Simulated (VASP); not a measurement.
# CsPbCl3 (Pm-3m) in VASP: settings compared

CsPbCl3 is run at these levels: PBEsol, LDA; tasks: single point.

Everything below comes from runs of VASP 6.6.1. Logs are shortened: lines on timing, memory, paths and dates and some standing lists are left out, and cuts for length are marked.

**1. The cell of the first run**

The structure is cubic, space group Pm-3m (No. 221). Conventional cell: a = 5.736 Å, b = 5.736 Å, c = 5.736 Å, α = 90.00°, β = 90.00°, γ = 90.00°. Cs (site symmetry m-3m) has 12 Cl at 4.06 Å and 8 Pb at 4.97 Å within 5.3 Å. Within 3.8 Å of Pb (site symmetry m-3m) lie 6 Cl at 2.87 Å. Within 3.8 Å of Cl (site symmetry 4/mmm) lie 2 Pb at 2.87 Å.

**2. Single point, PBEsol**

Contents of INCAR:

```
PREC = Accurate
ENCUT = 520
EDIFF = 1E-6
ISMEAR = 0
SIGMA = 0.05
LREAL = False
LASPH = True
NELM = 60
ALGO = Normal
ISIF = 2
LWAVE = False
LCHARG = True
GGA = PS
LELF = True
LVHAR = True
NBANDS = 30
```

Contents of KPOINTS:

```
regular mesh
0
Gamma
  6 6 6
```

Contents of POSCAR:

```
CsPbCl3
1.0
    5.7356751395      0.0000000000      0.0000000000
    0.0000000000      5.7356751395      0.0000000000
    0.0000000000      0.0000000000      5.7356751395
Cs Pb Cl
1 1 3
Direct
    0.0000000000      0.0000000000      0.0000000000
    0.5000000000      0.5000000000      0.5000000000
    0.0000000000      0.5000000000      0.5000000000
    0.5000000000      0.5000000000      0.0000000000
    0.5000000000      0.0000000000      0.5000000000
```

Potentials or basis: VASP PAW PBE potentials, release 64 (Cs_sv, Pb_d, Cl).

The run is started by

```console
$ cat potpaw_PBE.64/Cs_sv/POTCAR potpaw_PBE.64/Pb_d/POTCAR potpaw_PBE.64/Cl/POTCAR > POTCAR
$ mpirun -np 1 vasp_std > vasp.out
```

OUTCAR:

```text
PREC = Accurate
   ENCUT = 520
   EDIFF = 1E-6
   ISMEAR = 0
   LREAL = False
   LASPH = True
   NELM = 60
   ISIF = 2
   GGA = PS

 ion  position               nearest neighbor table
   1  0.000  0.000  0.000-
   2  0.500  0.500  0.500-   3 2.87   4 2.87   5 2.87   4 2.87   5 2.87   3 2.87
   3  0.000  0.500  0.500-   2 2.87   2 2.87
   4  0.500  0.500  0.000-   2 2.87   2 2.87
   5  0.500  0.000  0.500-   2 2.87   2 2.87

  LATTYP: Found a simple cubic cell.
 ALAT       =     5.7356751395

  Lattice vectors:

 A1 = (   5.7356751395,   0.0000000000,   0.0000000000)
 A2 = (   0.0000000000,   5.7356751395,   0.0000000000)
 A3 = (   0.0000000000,   0.0000000000,   5.7356751395)

Analysis of symmetry for initial positions (statically):
=====================================================================
 Subroutine PRICEL returns:
 Original cell was already a primitive cell.

 Routine SETGRP: Setting up the symmetry group for a
 simple cubic supercell.

 Subroutine GETGRP returns: Found 48 space group operations
 (whereof 48 operations were pure point group operations)
 out of a pool of 48 trial point group operations.

The static configuration has the point symmetry O_h .

Analysis of symmetry for dynamics (positions and initial velocities):
=====================================================================
 Subroutine PRICEL returns:
 Original cell was already a primitive cell.

 Routine SETGRP: Setting up the symmetry group for a
 simple cubic supercell.

 Subroutine GETGRP returns: Found 48 space group operations
 (whereof 48 operations were pure point group operations)
 out of a pool of 48 trial point group operations.

The dynamic configuration has the point symmetry O_h .

 Subroutine INISYM returns: Found 48 space group operations
 (whereof 48 operations are pure point group operations),
 and found     1 'primitive' translations

----------------------------------------------------------------------------------------

                                     Primitive cell

  volume of cell :     188.6921

  direct lattice vectors                    reciprocal lattice vectors
     5.735675139  0.000000000  0.000000000     0.174347392  0.000000000  0.000000000
     0.000000000  5.735675139  0.000000000     0.000000000  0.174347392  0.000000000
     0.000000000  0.000000000  5.735675139     0.000000000  0.000000000  0.174347392

  length of vectors
     5.735675139  5.735675139  5.735675139     0.174347392  0.174347392  0.174347392

  position of ions in fractional coordinates (direct lattice)
     0.000000000  0.000000000  0.000000000
     0.500000000  0.500000000  0.500000000
     0.000000000  0.500000000  0.500000000
     0.500000000  0.500000000  0.000000000
     0.500000000  0.000000000  0.500000000

  ion indices of the primitive-cell ions
   primitive index   ion index
                 1           1
                 2           2
                 3           3
                 4           4
                 5           5

----------------------------------------------------------------------------------------

 KPOINTS: regular mesh

Automatic generation of k-mesh.
 Grid dimensions read from file:
 generate k-points for:    6    6    6

 Generating k-lattice:

  Cartesian coordinates                     Fractional coordinates (reciprocal lattice)
     0.029057899  0.000000000  0.000000000     0.166666667  0.000000000  0.000000000
     0.000000000  0.029057899  0.000000000     0.000000000  0.166666667  0.000000000
     0.000000000  0.000000000  0.029057899     0.000000000  0.000000000  0.166666667

  Length of vectors
     0.029057899  0.029057899  0.029057899

  Shift w.r.t. Gamma in fractional coordinates (k-lattice)
     0.000000000  0.000000000  0.000000000

 Subroutine IBZKPT returns following result:
 ===========================================

 Found     20 irreducible k-points:

 Following reciprocal coordinates:
            Coordinates               Weight
  0.000000  0.000000  0.000000      1.000000
  0.166667  0.000000  0.000000      6.000000
  0.333333  0.000000  0.000000      6.000000
  0.500000  0.000000  0.000000      3.000000
  0.166667  0.166667  0.000000     12.000000
  0.333333  0.166667  0.000000     24.000000
[... 12 lines left out ...]
  0.500000  0.500000  0.333333      6.000000
  0.500000  0.500000  0.500000      1.000000
   k-points           NKPTS =     20   k-points in BZ     NKDIM =     20   number of bands    NBANDS=     30
   number of dos      NEDOS =    301   number of ions     NIONS =      5
   total plane-waves  NPLWV = 110592
   dimension x,y,z NGX =    48 NGY =   48 NGZ =   48
   dimension x,y,z NGXF=    96 NGYF=   96 NGZF=   96
   ions per type =               1   1   3
   NGX,Y,Z   is equivalent  to a cutoff of  13.91, 13.91, 13.91 a.u.
   NGXF,Y,Z  is equivalent  to a cutoff of  27.83, 27.83, 27.83 a.u.
 SYSTEM =  unknown system
   PREC   = accura    normal or accurate (medium, high low for compatibility)
   ISTART =      0    job   : 0-new  1-cont  2-samecut
   ICHARG =      2    charge: 1-file 2-atom 10-const
   ISPIN  =      1    spin polarized calculation?
   LNONCOLLINEAR =      F non collinear calculations
   LSORBIT =      F    spin-orbit coupling
   LASPH  =      T    aspherical Exc in radial PAW
   ENCUT  =  520.0 eV  38.22 Ry    6.18 a.u.  10.66 10.66 10.66*2*pi/ulx,y,z
   NELM   =     60;   NELMIN=  2; NELMDL= -5     # of ELM steps
   EDIFF  = 0.1E-05   stopping-criterion for ELM
   LREAL  =      F    real-space projection
[... 7 lines left out ...]
   TEBEG  =    0.0;   TEEND  =   0.0 temperature during run
   PSTRESS=    0.0 pullay stress
   NELECT =      44.0000    total number of electrons
   NUPDOWN=      -1.0000    fix difference up-down
   EMIN   =  10.00;   EMAX   =-10.00  energy-range for DOS
   EFERMI =   0.00;   METHOD = LEGACY
   ISMEAR =     0;   SIGMA  =   0.05  broadening in eV -4-tet -1-fermi 0-gaus
   EFERMI_NEDOS =   21; number of points for ismear=-14 and -15
   IALGO  =     38    algorithm
   IMIX   =      4    mixing-type and parameters
     AMIX     =   0.40;   BMIX     =  1.00
     AMIX_MAG =   1.60;   BMIX_MAG =  1.00
  volume/ion in A,a.u.               =      37.74       254.67
  Fermi-wavevector in a.u.,A,eV,Ry     =   1.007646  1.904174 13.814673  1.015350
  Thomas-Fermi vector in A             =   2.140463
   LORBIT       =      0    0 simple, 1 ext, 2 COOP (PROOUT), +10 PAW based schemes
   GGA     = PS    functional components
   LHFCALC =     F    Hartree Fock is set to
   AEXX    =    0.0000 exact exchange contribution
   IVDW    =     0    specifies the selected vdW correction
   LEPSILON=     F    determine dielectric tensor
   LRPA    =     F    only Hartree local field effects (RPA)
 non-spin polarized calculation
 Gauss-broadening in eV      SIGMA  =   0.05
  energy-cutoff  :      520.00
  volume of cell :      188.69
 maximum number of plane-waves:      5112
 NGX is ok and might be reduce to    48
   NGX = 21   NGY = 21   NGZ = 21

 number of electron      44.0000012 magnetization

 Free energy of the ion-electron system (eV)
  ---------------------------------------------------
  ext. energy  EPLUGINS =         0.00000000
  ---------------------------------------------------
  free energy    TOTEN  =       -18.33314926 eV

  energy without entropy =      -18.33314926  energy(sigma->0) =      -18.33314926

 E-fermi :   1.0857     XC(G=0):  -7.7016

 val. band max:        0.8684350564   @ k =   0.5000   0.5000   0.5000
 cond. band min:       2.9558070234   @ k =   0.5000   0.5000   0.5000
 fundamental gap:      2.0873719670
 Fermi energy:         1.0857401823

 k-point     1 :       0.0000    0.0000    0.0000
  band No.  band energies     occupation
      1     -20.1395      2.00000
      2     -15.5889      2.00000
      3     -15.5889      2.00000
      4     -15.4236      2.00000
      5     -15.4236      2.00000
      6     -15.4236      2.00000
[... 22 lines left out ...]
     29       6.8403      0.00000
     30       6.8403      0.00000

 k-point     2 :       0.1667    0.0000    0.0000
  band No.  band energies     occupation
      1     -20.1391      2.00000
      2     -15.5889      2.00000
      3     -15.5712      2.00000
      4     -15.4239      2.00000
      5     -15.4239      2.00000
      6     -15.4236      2.00000
[... 22 lines left out ...]
     29       6.5121      0.00000
     30       7.0217      0.00000

 k-point     3 :       0.3333    0.0000    0.0000
  band No.  band energies     occupation
      1     -20.1384      2.00000
      2     -15.5888      2.00000
      3     -15.5349      2.00000
      4     -15.4244      2.00000
      5     -15.4244      2.00000
      6     -15.4236      2.00000
[... 22 lines left out ...]
     29       6.7507      0.00000
     30       7.5142      0.00000

 k-point     4 :       0.5000    0.0000    0.0000
  band No.  band energies     occupation
      1     -20.1381      2.00000
      2     -15.5888      2.00000
      3     -15.5164      2.00000
      4     -15.4246      2.00000
      5     -15.4246      2.00000
      6     -15.4236      2.00000
[... 22 lines left out ...]
     29       6.9355      0.00000
     30       8.0459      0.00000

 k-point     5 :       0.1667    0.1667    0.0000
  band No.  band energies     occupation
      1     -20.1388      2.00000
      2     -15.5801      2.00000
      3     -15.5619      2.00000
      4     -15.4241      2.00000
      5     -15.4239      2.00000
      6     -15.4239      2.00000
[... 22 lines left out ...]
     29       6.6426      0.00000
     30       7.0700      0.00000
[... 394 lines left out ...]
     29       7.1352      0.00000
     30       7.4796      0.00000

 k-point    18 :       0.5000    0.3333    0.3333
  band No.  band energies     occupation
      1     -20.1363      2.00000
      2     -15.5034      2.00000
      3     -15.4828      2.00000
      4     -15.4254      2.00000
      5     -15.4254      2.00000
      6     -15.4251      2.00000
[... 22 lines left out ...]
     29       6.9886      0.00000
     30       7.4032      0.00000

 k-point    19 :       0.5000    0.5000    0.3333
  band No.  band energies     occupation
      1     -20.1360      2.00000
      2     -15.4933      2.00000
      3     -15.4718      2.00000
      4     -15.4256      2.00000
      5     -15.4254      2.00000
      6     -15.4254      2.00000
[... 22 lines left out ...]
     29       6.8297      0.00000
     30       7.5930      0.00000

 k-point    20 :       0.5000    0.5000    0.5000
  band No.  band energies     occupation
      1     -20.1358      2.00000
      2     -15.4718      2.00000
      3     -15.4718      2.00000
      4     -15.4256      2.00000
      5     -15.4256      2.00000
      6     -15.4256      2.00000
[... 22 lines left out ...]
     29       6.7281      0.00000
     30       7.9275      0.00000

------------------------ aborting loop because EDIFF is reached ----------------------------------------

  FORCE on cell =-STRESS in cart. coord.  units (eV):
  Direction    XX          YY          ZZ          XY          YZ          ZX
  --------------------------------------------------------------------------------------
  -------------------------------------------------------------------------------------
  Total       -1.6159243     -1.6159243     -1.6159243     -0.0000000     -0.0000000     -0.0000000
  in kB      -13.7207531    -13.7207531    -13.7207531     -0.0000000     -0.0000000     -0.0000000
  external PRESSURE =     -13.7207531 kB  Pullay stress =       0.0000000 kB

 VOLUME and BASIS-vectors are now :
 -----------------------------------------------------------------------------
  energy-cutoff  :      520.00
  volume of cell :      188.69
      direct lattice vectors                 reciprocal lattice vectors
     5.735675139  0.000000000  0.000000000     0.174347392  0.000000000  0.000000000
     0.000000000  5.735675139  0.000000000     0.000000000  0.174347392  0.000000000
     0.000000000  0.000000000  5.735675139     0.000000000  0.000000000  0.174347392

 POSITION                                       TOTAL-FORCE (eV/Angst)
 -----------------------------------------------------------------------------------
      0.00000      0.00000      0.00000         0.000000      0.000000      0.000000
      2.86784      2.86784      2.86784         0.000000      0.000000      0.000000
      0.00000      2.86784      2.86784         0.000000      0.000000      0.000000
      2.86784      2.86784      0.00000         0.000000      0.000000      0.000000
      2.86784      0.00000      2.86784         0.000000      0.000000      0.000000
 -----------------------------------------------------------------------------------
    total drift:                                0.000000     -0.000000     -0.000000

  FREE ENERGIE OF THE ION-ELECTRON SYSTEM (eV)
  ---------------------------------------------------
  free  energy   TOTEN  =       -18.3331492643 eV

  energy  without entropy=      -18.3331492643  energy(sigma->0) =      -18.33314926
```

It took 3.8 min on 1 thread of Intel Xeon 8259CL, shared host; peak memory 0.38 GiB.

What came out:

| Property | Result |
| --- | --- |
| Free energy | -18.3331 eV |
| Pressure | -1.4 GPa |
| Band gap on the k mesh | 2.09 eV |

Levels at points of the mesh, in eV from the valence-band top:
```
           k point  band 18  band 19  band 20  band 21  band 22  band 23  band 24  band 25  band 26  band 27
(0.00, 0.00, 0.00)    -2.11    -2.11    -2.03    -2.03    -2.03     3.56     4.69     4.69     5.55     5.55
(0.50, 0.00, 0.00)    -2.21    -2.21    -2.12    -2.12    -1.44     3.04     4.91     5.31     5.31     5.52
(0.50, 0.50, 0.00)    -2.30    -2.28    -2.28    -1.74    -0.70     2.61     2.61     4.95     5.65     5.89
(0.50, 0.50, 0.50)    -2.30    -1.73    -1.73    -1.73     0.00     2.09     2.09     2.09     5.33     5.86
```

Caveat: the PAW data sets were made with another functional, which shifts forces and pressure a little; spin-orbit coupling is left out, which moves the levels of the heavy elements. A k mesh can miss the band edges.

**3. Single point, LDA**

Contents of INCAR:

```
PREC = Accurate
ENCUT = 520
EDIFF = 1E-7
ISMEAR = 0
SIGMA = 0.05
LREAL = False
LASPH = True
NELM = 80
ALGO = Normal
ISIF = 2
LWAVE = False
LCHARG = False
NBANDS = 30
```

KPOINTS is that of step 2.

POSCAR is that of step 2.

Potentials or basis: VASP PAW LDA potentials, release 64 (Cs_sv, Pb_d, Cl).

The run is started by

```console
$ cat potpaw_LDA.64/Cs_sv/POTCAR potpaw_LDA.64/Pb_d/POTCAR potpaw_LDA.64/Cl/POTCAR > POTCAR
$ mpirun -np 1 vasp_std > vasp.out
```

Run time: 3.4 min. Hardware: 1 thread of Intel Xeon 8259CL, shared host; peak memory 0.32 GiB.

The run converged. Its results:

* Free energy: -19.2533 eV
* Pressure: -2.6 GPa
* Band gap on the k mesh: 1.99 eV

Levels at points of the mesh, in eV from the valence-band top:
```csv
k point,band 19,band 20,band 21,band 22,band 23,band 24,band 25,band 26
"(0.00, 0.00, 0.00)",-2.10,-2.02,-2.02,-2.02,3.30,4.49,4.49,5.41
"(0.50, 0.00, 0.00)",-2.20,-2.11,-2.11,-1.43,2.96,4.69,5.22,5.22
"(0.50, 0.50, 0.00)",-2.28,-2.28,-1.72,-0.69,2.52,2.52,4.86,5.49
"(0.50, 0.50, 0.50)",-1.71,-1.71,-1.71,0.00,1.99,1.99,1.99,5.09
```

Caveat: spin-orbit coupling is left out, which moves the levels of the heavy elements. A k mesh can miss the band edges.
